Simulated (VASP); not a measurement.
Set up this calculation in VASP 6.6.1, as the native input.

```yaml
Task: single point
Functional: PBE0
Potentials_or_basis: VASP PAW PBE potentials, release 64 (Be, C)
Cutoff: 520 eV
k_mesh: 8 × 8 × 8
Occupations: gaussian, width 0.01 eV
Spin: no spin polarisation
Dipole_correction: no
Grid_for_exact_exchange_PRECFOCK: Normal
Further_INCAR_settings: ALGO = Normal; EDIFF = 1e-06; NBANDS = 11
Share_of_exact_exchange: 0.25
```

Crystal: Be2C.

```
CELL_PARAMETERS angstrom
0.00000 2.16049 2.16049
2.16049 0.00000 2.16049
2.16049 2.16049 0.00000
ATOMIC_POSITIONS crystal
Be 0.75000 0.75000 0.75000
Be 0.25000 0.25000 0.25000
C 0.00000 0.00000 0.00000
```

The input as run:

POSCAR

```
Be2C
1.0
    0.0000000000      2.1604856457      2.1604856457
    2.1604856457      0.0000000000      2.1604856457
    2.1604856457      2.1604856457      0.0000000000
Be C
2 1
Direct
    0.7500000000      0.7500000000      0.7500000000
    0.2500000000      0.2500000000      0.2500000000
    0.0000000000      0.0000000000      0.0000000000
```

INCAR.step1

```
SYSTEM = Be2C
PREC = Accurate
ENCUT = 520
EDIFF = 1E-5
ISMEAR = 0
SIGMA = 0.01
LREAL = .False.
LASPH = .True.
NELM = 120
ALGO = Normal
ISIF = 2
LWAVE = .True.
LCHARG = .False.
NBANDS = 11
GGA = PE
GGA_COMPAT = .False.
```

INCAR.step2

```
SYSTEM = Be2C
PREC = Accurate
ENCUT = 520
EDIFF = 1E-6
ISMEAR = 0
SIGMA = 0.01
LREAL = .False.
LASPH = .True.
NELM = 120
ALGO = Normal
ISIF = 2
LWAVE = .False.
LCHARG = .False.
GGA = PE
LHFCALC = .True.
AEXX = 0.25
PRECFOCK = Normal
NBANDS = 11
ISTART = 1
GGA_COMPAT = .False.
```

KPOINTS

```
Automatic mesh
0
Gamma
  8 8 8
  0 0 0
```

Potentials or basis: VASP PAW PBE potentials, release 64 (Be, C).

The run is started by

```bash
$ cat potpaw_PBE.64/Be/POTCAR potpaw_PBE.64/C/POTCAR > POTCAR
$ cp INCAR.step1 INCAR
$ mpirun -np 1 vasp_std > vasp.out
$ cp INCAR.step2 INCAR
$ mpirun -np 1 vasp_std > vasp.out
```

Results of the run:

```json
{
  "Pressure": "-1.9 GPa",
  "Band gap on the k mesh": "2.60 eV (least direct gap 5.82 eV)"
}
```

Caveat: the PAW data sets were made with another functional, which shifts forces and pressure a little.

Wall time 15 min on 1 thread of Intel(R) Xeon(R) 6975P-C (Granite Rapids), with other jobs on the host, peak memory 0.15 GiB.
